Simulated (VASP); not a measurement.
Runs of VASP 6.6.1 on ZnS. The structure is that of space group P6_3mc (No. 186), or close to it. The cells are those of the table. 

| task | cell | k mesh | cutoff (eV) | smearing | gap on the mesh (eV) | pressure (GPa) | largest force (eV/Å) |
| --- | --- | --- | --- | --- | --- | --- | --- |
| relaxation of cell and atoms | relaxed to 2 GPa from a = 3.820, b = 3.820, c = 6.265 Å, angles 90.0, 90.0, 120.0°, 4 atoms | 12 × 12 × 6 | 600 | gaussian 0.02 eV | (b) | 2.0 | - |
| single point | a = 3.921, b = 3.921, c = 6.431 Å, angles 90.0, 90.0, 120.0°, 4 atoms | 12 × 12 × 4 | 520 | gaussian 0.02 eV | 1.82 | -3.5 | - |
| single point | a = 3.844, b = 3.844, c = 6.305 Å, angles 90.0, 90.0, 120.0°, 4 atoms | 12 × 12 × 6 | 520 | gaussian 0.01 eV | 2.08 | 0.2 | - |
| relaxation of cell and atoms | relaxed to 10 GPa from a = 3.697, b = 3.697, c = 6.074 Å, angles 90.0, 90.0, 120.0°, 4 atoms | 12 × 12 × 6 | 600 | gaussian 0.02 eV | (c) | 10.0 | - |
| relaxation of cell and atoms | relaxed to -2 GPa from a = 3.869, b = 3.869, c = 6.346 Å, angles 90.0, 90.0, 120.0°, 4 atoms | 12 × 12 × 6 | 600 | gaussian 0.02 eV | 1.94 | -2.0 | 0.01 |
| single point | a = 3.883, b = 3.883, c = 6.368 Å, angles 90.0, 90.0, 120.0°, 4 atoms | 12 × 12 × 4 | 520 | gaussian 0.02 eV | 1.95 | -1.8 | 0.01 |
| single point | a = 3.806, b = 3.806, c = 6.242 Å, angles 90.0, 90.0, 120.0°, 4 atoms | 12 × 12 × 4 | 520 | gaussian 0.02 eV | (a) | 2.4 | 0.01 |
| single point | a = 3.767, b = 3.767, c = 6.179 Å, angles 90.0, 90.0, 120.0°, 4 atoms | 12 × 12 × 4 | 520 | gaussian 0.02 eV | 2.36 | 5.0 | - |

Alike in all rows: level PBE; potentials or basis VASP PAW PBE potentials, release 64 (Zn, S); no spin polarisation.

Q: Fill in the values left out.

A: (a) 2.22; (b) 2.20; (c) 2.57.

Caveats: the cell is relaxed towards a set pressure, so the enthalpy falls and the energy may rise (some runs).

A k mesh can miss the band edges.
